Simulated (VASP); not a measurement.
Set up this calculation in VASP 6.6.1, as the native input.

```
Task                    : single point
Functional              : PBE
Dispersion              : D3(BJ)
Potentials or basis     : VASP PAW PBE potentials, release 64 (Tl_d)
Cutoff                  : 520 eV
k mesh                  : 15 × 15 × 4
Occupations             : gaussian, width 0.1 eV
Spin                    : no spin polarisation
Dipole correction       : no
k mesh for the DOS      : 23 × 23 × 6
Occupations for the DOS : tetrahedron
Further INCAR settings  : ALGO = Normal; EDIFF = 1e-06
```

Crystal: Tl.

```
CELL_PARAMETERS angstrom
3.45631 0.00000 0.00000
-1.72815 2.99325 0.00000
0.00000 0.00000 11.34998
ATOMIC_POSITIONS crystal
Tl 0.00000 0.00000 0.00000
Tl 0.33333 0.66667 0.25000
Tl 0.00000 0.00000 0.50000
Tl 0.66667 0.33333 0.75000
```

The input as run:

POSCAR

```
Tl
1.0
    3.4563067355      0.0000000000      0.0000000000
   -1.7281533678      2.9932494362      0.0000000000
    0.0000000000      0.0000000000     11.3499824215
Tl
4
Direct
    0.0000000000      0.0000000000      0.0000000000
    0.3333333333      0.6666666667      0.2500000000
    0.0000000000      0.0000000000      0.5000000000
    0.6666666667      0.3333333333      0.7500000000
```

INCAR.step1

```
SYSTEM = Tl
  PREC = Accurate
  ENCUT = 520
  EDIFF = 1E-6
  ISMEAR = 0
  SIGMA = 0.1
  LREAL = .False.
  LASPH = .True.
  NELM = 100
  ALGO = Normal
  ISIF = 2
  LWAVE = .False.
  LCHARG = .True.
  GGA = PE
  IVDW = 12
  NBANDS = 34
```

KPOINTS.step1

```
Automatic mesh
0
Gamma
  15 15 4
  0 0 0
```

INCAR.step2

```
SYSTEM = Tl
  PREC = Accurate
  ENCUT = 520
  EDIFF = 1E-6
  ISMEAR = -5
  SIGMA = 0.1
  LREAL = .False.
  LASPH = .True.
  NELM = 100
  ALGO = Normal
  ISIF = 2
  LWAVE = .False.
  LCHARG = .False.
  GGA = PE
  IVDW = 12
  LORBIT = 10
  NEDOS = 1001
  ICHARG = 11
```

KPOINTS.step2

```
Automatic mesh
0
Gamma
  23 23 6
  0 0 0
```

Potentials or basis: VASP PAW PBE potentials, release 64 (Tl_d).

Command:

```bash
$ cat potpaw_PBE.64/Tl_d/POTCAR > POTCAR
$ cp INCAR.step1 INCAR
$ cp KPOINTS.step1 KPOINTS
$ mpirun -np 1 vasp_std > vasp.out
$ cp INCAR.step2 INCAR
$ cp KPOINTS.step2 KPOINTS
$ mpirun -np 1 vasp_std > vasp.out
```

It gave:

| Quantity | Value |
| --- | --- |
| Valence electrons inside the program's atomic spheres | Tl 11.21, 11.20 (each value once) |
| Dispersion energy per atom | -0.334 eV |

Run time: 5 min on 1 thread of Intel(R) Xeon(R) 6975P-C (Granite Rapids), with other jobs on the host, peak memory 0.67 GiB.
